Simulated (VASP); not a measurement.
Here is a VASP 6.6.1 calculation.

Contents of INCAR:

```
PREC = Accurate
ENCUT = 520
EDIFF = 1E-7
ISMEAR = -1
SIGMA = 0.05
LREAL = F
LASPH = T
NELM = 60
ALGO = Normal
ISIF = 2
LWAVE = F
LCHARG = F
GGA = PE
IVDW = 13
NBANDS = 56
```

KPOINTS

```
regular mesh
0
Gamma
  5 6 5
```

Contents of POSCAR:

```
HfO2
1.0
    5.1129138024      0.0000000000      0.0000000000
    0.0000000000      4.9025969881      0.0000000000
    0.0000000000      0.0000000000      4.9299483645
Hf O
4 8
Direct
    0.9669940000      0.7325208200      0.7414403500
    0.5330060000      0.7325208200      0.2414403500
    0.4669940000      0.2674791800      0.7414403500
    0.0330060000      0.2674791800      0.2414403500
    0.6321274500      0.9286454000      0.8792672600
    0.8678725500      0.9286454000      0.3792672600
    0.2339485200      0.5398830500      0.4922923900
    0.2660514800      0.5398830500      0.9922923900
    0.7660514800      0.4601169500      0.9922923900
    0.7339485200      0.4601169500      0.4922923900
    0.1321274500      0.0713546000      0.8792672600
    0.3678725500      0.0713546000      0.3792672600
```

Potentials or basis: VASP PAW PBE potentials, release 64 (Hf_pv, O).

The run is started by

```sh
$ cat potpaw_PBE.64/Hf_pv/POTCAR potpaw_PBE.64/O/POTCAR > POTCAR
$ mpirun -np 1 vasp_std > vasp.out
```

Problem. What does it give for the largest force?

Solution. 0.311 eV/Å.

Problem. Predict the pressure.

Solution. 21.7 GPa.

Problem. Predict the dispersion energy per atom.

Solution. -0.211 eV.

Forces in eV/Å, atoms in the order of the input:
```
Hf   0.140 -0.223  0.156
Hf  -0.140 -0.223  0.156
Hf   0.140  0.223  0.156
Hf  -0.140  0.223  0.156
O   -0.042 -0.144 -0.032
O    0.042 -0.144 -0.032
O    0.165  0.232 -0.124
O   -0.165  0.232 -0.124
O   -0.165 -0.232 -0.124
O    0.165 -0.232 -0.124
O   -0.042  0.144 -0.032
O    0.042  0.144 -0.032
```

Caveat: the cell stands under pressure.
